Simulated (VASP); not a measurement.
# SnO (Pmn2_1) in VASP: single point with PBE

Aim: the single point of SnO with PBE.

Program: VASP 6.6.1. These are calculated values, not measurements. Logs are shortened: lines on timing, memory, paths and dates and some standing lists are left out, and cuts for length are marked.

### Step 1. The cell of the first run

Symmetry: Pmn2_1, No. 31, orthorhombic system. The conventional cell has a = 3.355 Å, b = 5.674 Å, c = 4.222 Å, α = 90.00°, β = 90.00°, γ = 90.00°. Sn (site symmetry m) has 3 O at 2.15 to 2.16 Å within 2.8 Å. O (site symmetry m) has 3 Sn at 2.15 to 2.16 Å within 2.8 Å.

### Step 2. Single point, PBE

Input file INCAR:

```
PREC = Accurate
ENCUT = 520
EDIFF = 1E-6
ISMEAR = 0
SIGMA = 0.05
LREAL = F
LASPH = T
NELM = 60
ALGO = Normal
ISIF = 2
LWAVE = F
LCHARG = F
GGA = PE
NBANDS = 28
```

Input file KPOINTS:

```
Automatic mesh
0
Gamma
  12 8 10
```

Input file POSCAR:

```
SnO
1.0
    3.3550050000      0.0000000000      0.0000000000
    0.0000000000      5.6741040000      0.0000000000
    0.0000000000      0.0000000000      4.2219700000
Sn O
2 2
Direct
    0.0000000000      0.2319090000      0.5131440000
    0.5000000000      0.7680910000      0.0131440000
    0.0000000000      0.8912500000      0.7368570000
    0.5000000000      0.1087500000      0.2368570000
```

Potentials or basis: VASP PAW PBE potentials, release 64 (Sn_d, O).

The run is started by

```console
cat potpaw_PBE.64/Sn_d/POTCAR potpaw_PBE.64/O/POTCAR > POTCAR
mpirun -np 1 vasp_std > vasp.out
```

OUTCAR:

```text
PREC = Accurate
   ENCUT = 520
   EDIFF = 1E-6
   ISMEAR = 0
   LREAL = F
   LASPH = T
   NELM = 60
   ISIF = 2
   GGA = PE

 ion  position               nearest neighbor table
   1  0.000  0.232  0.513-   3 2.15   4 2.16   4 2.16
   2  0.500  0.768  0.013-   4 2.15   3 2.16   3 2.16
   3  0.000  0.891  0.737-   1 2.15   2 2.16   2 2.16
   4  0.500  0.109  0.237-   2 2.15   1 2.16   1 2.16

  LATTYP: Found a simple orthorhombic cell.
 ALAT       =     3.3550050000
 B/A-ratio  =     1.2584094510
 C/A-ratio  =     1.6912356315

  Lattice vectors:

 A1 = (  -3.3550050000,   0.0000000000,   0.0000000000)
 A2 = (   0.0000000000,   0.0000000000,   4.2219700000)
 A3 = (   0.0000000000,   5.6741040000,   0.0000000000)

Analysis of symmetry for initial positions (statically):
=====================================================================
 Subroutine PRICEL returns:
 Original cell was already a primitive cell.

 Routine SETGRP: Setting up the symmetry group for a
 simple orthorhombic supercell.

 Subroutine GETGRP returns: Found  4 space group operations
 (whereof  2 operations were pure point group operations)
 out of a pool of  8 trial point group operations.

The static configuration has the point symmetry C_1h.
 The point group associated with its full space group is C_2v.

Analysis of symmetry for dynamics (positions and initial velocities):
=====================================================================
 Subroutine PRICEL returns:
 Original cell was already a primitive cell.

 Routine SETGRP: Setting up the symmetry group for a
 simple orthorhombic supercell.

 Subroutine GETGRP returns: Found  4 space group operations
 (whereof  2 operations were pure point group operations)
 out of a pool of  8 trial point group operations.

The dynamic configuration has the point symmetry C_1h.
 The point group associated with its full space group is C_2v.

 Subroutine INISYM returns: Found  4 space group operations
 (whereof  2 operations are pure point group operations),
 and found     1 'primitive' translations

----------------------------------------------------------------------------------------

                                     Primitive cell

  volume of cell :      80.3722

  direct lattice vectors                    reciprocal lattice vectors
     3.355005000  0.000000000  0.000000000     0.298062149  0.000000000  0.000000000
[... 84 lines left out ...]
   ISPIN  =      1    spin polarized calculation?
   LNONCOLLINEAR =      F non collinear calculations
   LSORBIT =      F    spin-orbit coupling
   LASPH  =      T    aspherical Exc in radial PAW
   ENCUT  =  520.0 eV  38.22 Ry    6.18 a.u.   6.24 10.55  7.85*2*pi/ulx,y,z
   NELM   =     60;   NELMIN=  2; NELMDL= -5     # of ELM steps
   EDIFF  = 0.1E-05   stopping-criterion for ELM
   LREAL  =      F    real-space projection
   EDIFFG = 0.1E-04   stopping-criterion for IOM
   NSW    =      0    number of steps for IOM
   IBRION =     -1    ionic relax: 0-MD 1-quasi-New 2-CG
   NFREE  =      0    steps in history (QN), initial steepest desc. (CG)
   ISIF   =      2    stress and relaxation
   ISYM   =      2    0-nonsym 1-usesym 2-fastsym
   POTIM  = 0.5000    time-step for ionic-motion
   TEBEG  =    0.0;   TEEND  =   0.0 temperature during run
   PSTRESS=    0.0 pullay stress
   NELECT =      40.0000    total number of electrons
   NUPDOWN=      -1.0000    fix difference up-down
   EMIN   =  10.00;   EMAX   =-10.00  energy-range for DOS
   EFERMI =   0.00;   METHOD = LEGACY
   ISMEAR =     0;   SIGMA  =   0.05  broadening in eV -4-tet -1-fermi 0-gaus
   EFERMI_NEDOS =   21; number of points for ismear=-14 and -15
   IALGO  =     38    algorithm
   IMIX   =      4    mixing-type and parameters
     AMIX     =   0.40;   BMIX     =  1.00
     AMIX_MAG =   1.60;   BMIX_MAG =  1.00
  volume/ion in A,a.u.               =      20.09       135.59
  Fermi-wavevector in a.u.,A,eV,Ry     =   1.297357  2.451650 22.900458  1.683136
  Thomas-Fermi vector in A             =   2.428755
   LORBIT       =      0    0 simple, 1 ext, 2 COOP (PROOUT), +10 PAW based schemes
   GGA     = PE    functional components
   LHFCALC =     F    Hartree Fock is set to
   AEXX    =    0.0000 exact exchange contribution
   IVDW    =     0    specifies the selected vdW correction
   LEPSILON=     F    determine dielectric tensor
   LRPA    =     F    only Hartree local field effects (RPA)
 non-spin polarized calculation
 Gauss-broadening in eV      SIGMA  =   0.05
  energy-cutoff  :      520.00
  volume of cell :       80.37
 maximum number of plane-waves:      2183
 NGX is ok and might be reduce to    28
   NGX = 13   NGY = 21   NGZ = 15

 number of electron      39.9999992 magnetization

 Free energy of the ion-electron system (eV)
  ---------------------------------------------------
  ext. energy  EPLUGINS =         0.00000000
  ---------------------------------------------------
  free energy    TOTEN  =       -22.44309306 eV

  energy without entropy =      -22.44309306  energy(sigma->0) =      -22.44309306

 E-fermi :   5.0740     XC(G=0):  -9.5358

 val. band max:        4.8532346159   @ k =   0.0000   0.0000   0.0000
 cond. band min:       6.2226585409   @ k =   0.4167   0.5000   0.0000
 fundamental gap:      1.3694239250
 Fermi energy:         5.0740487112

 k-point     1 :       0.0000    0.0000    0.0000
  band No.  band energies     occupation
      1     -16.3641      2.00000
      2     -16.0463      2.00000
      3     -15.9648      2.00000
      4     -15.9391      2.00000
      5     -15.9117      2.00000
      6     -15.8787      2.00000
[... 733 lines left out ...]
     27      13.8243      0.00000
     28      14.9910      0.00000

 [... further k-points ...]
[... 5 lines left out ...]
  --------------------------------------------------------------------------------------
  -------------------------------------------------------------------------------------
  Total        0.1896804      0.3351943      0.2597538      0.0000000      0.0000000      0.0000000
  in kB        3.7811812      6.6819259      5.1780572      0.0000000      0.0000000      0.0000000
  external PRESSURE =       5.2137214 kB  Pullay stress =       0.0000000 kB

 VOLUME and BASIS-vectors are now :
 -----------------------------------------------------------------------------
  energy-cutoff  :      520.00
  volume of cell :       80.37
      direct lattice vectors                 reciprocal lattice vectors
     3.355005000  0.000000000  0.000000000     0.298062149  0.000000000  0.000000000
     0.000000000  5.674104000  0.000000000     0.000000000  0.176239279  0.000000000
     0.000000000  0.000000000  4.221970000     0.000000000  0.000000000  0.236856254

 POSITION                                       TOTAL-FORCE (eV/Angst)
 -----------------------------------------------------------------------------------
      0.00000      1.31588      2.16648         0.000000     -0.038325     -0.000020
      1.67750      4.35823      0.05549         0.000000      0.038325     -0.000020
      0.00000      5.05705      3.11099         0.000000      0.061824      0.000020
      1.67750      0.61706      1.00000         0.000000     -0.061824      0.000020
 -----------------------------------------------------------------------------------
    total drift:                                0.000000      0.000000      0.000072

  FREE ENERGIE OF THE ION-ELECTRON SYSTEM (eV)
  ---------------------------------------------------
  free  energy   TOTEN  =       -22.4430930596 eV

  energy  without entropy=      -22.4430930596  energy(sigma->0) =      -22.44309306
```

OSZICAR:

```text
N       E                     dE             d eps       ncg     rms          rms(c)
DAV:   1     0.437666252105E+03    0.43767E+03   -0.20322E+04 12156   0.210E+03
DAV:   2     0.440834124181E+02   -0.39358E+03   -0.37763E+03 12112   0.540E+02
DAV:   3    -0.229918179673E+02   -0.67075E+02   -0.65897E+02 13340   0.188E+02
DAV:   4    -0.263600181606E+02   -0.33682E+01   -0.33507E+01 13784   0.457E+01
DAV:   5    -0.264410121082E+02   -0.80994E-01   -0.80980E-01 13024   0.766E+00    0.120E+01
DAV:   6    -0.225311439796E+02    0.39099E+01   -0.18050E+01 19212   0.477E+01    0.535E+00
DAV:   7    -0.224732030396E+02    0.57941E-01   -0.22943E+00 13700   0.920E+00    0.261E+00
DAV:   8    -0.224516174851E+02    0.21586E-01   -0.34335E-01 14856   0.397E+00    0.816E-01
DAV:   9    -0.224419810489E+02    0.96364E-02   -0.50192E-02 19340   0.227E+00    0.247E-01
DAV:  10    -0.224437219544E+02   -0.17409E-02   -0.92428E-03 16340   0.875E-01    0.175E-01
DAV:  11    -0.224430509815E+02    0.67097E-03   -0.24780E-03 18260   0.472E-01    0.223E-02
DAV:  12    -0.224430968246E+02   -0.45843E-04   -0.40330E-04 12532   0.113E-01    0.323E-02
DAV:  13    -0.224430934942E+02    0.33303E-05   -0.25791E-05 16884   0.524E-02    0.935E-03
DAV:  14    -0.224430930596E+02    0.43469E-06   -0.27944E-06 12896   0.124E-02
   1 F= -.22443093E+02 E0= -.22443093E+02  d E =-.297968E-12
```

stdout:

```text
POSCAR found type information on POSCAR SnO
 POSCAR found :  2 types and       4 ions
 scaLAPACK will be used
 LDA part: xc-table for (Slater+PW92), standard interpolation
 POSCAR, INCAR and KPOINTS ok, starting setup
 FFT: planning ... GRIDC
 FFT: planning ... GRID_SOFT
 FFT: planning ... GRID
 WAVECAR not read
 entering main loop
```

It took 11 min on 1 thread of Intel Xeon 8259CL, shared host; peak memory 0.47 GiB.

What came out:

```
Free energy            : -22.4431 eV
Pressure               : 0.5 GPa
Largest force          : 0.062 eV/Å
Band gap on the k mesh : 1.37 eV, indirect (least direct gap 2.01 eV)
```

Forces on the atoms (eV/Å):
```
Sn   0.000 -0.038  0.000
Sn   0.000  0.038  0.000
O    0.000  0.062  0.000
O    0.000 -0.062  0.000
```

Levels at points of the mesh, in eV from the valence-band top:
| k point | band 17 | band 18 | band 19 | band 20 | band 21 | band 22 | band 23 | band 24 |
| --- | --- | --- | --- | --- | --- | --- | --- | --- |
| (0.00, 0.00, 0.00) | -3.46 | -2.62 | -2.03 | 0.00 | 2.68 | 3.18 | 5.91 | 5.91 |
| (0.50, 0.00, 0.00) | -2.56 | -2.56 | -1.24 | -1.24 | 2.60 | 2.60 | 5.53 | 5.53 |
| (0.00, 0.50, 0.00) | -3.76 | -2.64 | -1.58 | -1.36 | 3.36 | 3.91 | 4.86 | 5.07 |
| (0.50, 0.50, 0.00) | -2.63 | -2.63 | -0.89 | -0.89 | 1.89 | 1.89 | 6.27 | 6.27 |
| (0.00, 0.00, 0.50) | -3.17 | -3.17 | -1.65 | -1.65 | 2.69 | 2.69 | 5.23 | 5.23 |
| (0.50, 0.00, 0.50) | -3.12 | -3.12 | -1.07 | -1.07 | 2.10 | 2.10 | 4.63 | 4.63 |
| (0.00, 0.50, 0.50) | -2.89 | -2.89 | -1.50 | -1.50 | 1.93 | 1.93 | 6.01 | 6.01 |
| (0.50, 0.50, 0.50) | -3.40 | -3.40 | -0.43 | -0.43 | 2.43 | 2.43 | 4.17 | 4.17 |

Caveat: spin-orbit coupling is left out, which moves the levels of the heavy elements. A k mesh can miss the band edges.
